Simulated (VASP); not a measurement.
# YSe2 (R-3m) in VASP: a series of runs, part 2 of 2

VASP 6.6.1.

## Step 6: Overview

| level | potentials or basis | k mesh | gap on the mesh (eV) | pressure (GPa) | largest force (eV/Å) |
| --- | --- | --- | --- | --- | --- |
| PBE | VASP PAW PBE potentials, release 64 (Y_sv, Se) | 10 × 10 × 10 | none | 0.0 | - |
| PBEsol | VASP PAW PBE potentials, release 64 (Y_sv, Se) | 10 × 10 × 10 | none | -2.5 | 0.07 |
| LDA | VASP PAW LDA potentials, release 64 (Y_sv, Se) | 10 × 10 × 10 | none | -4.1 | 0.15 |
| PBE | VASP PAW PBE potentials, release 64 (Y_sv, Se) | 10 × 10 × 10, shifted | none | 0.0 | 0.01 |

Alike in all rows: task single point; no spin polarisation; cell a = 5.781 Å, angles 44.1°, 3 atoms; cutoff (eV) 520; smearing gaussian 0.05 eV.

Caveats: the PAW data sets were made with another functional, which shifts forces and pressure a little (at least some runs); the cell stands under tension (at least some runs).

Total energies depend on the potentials used, so only differences within one code and one set of settings carry meaning.
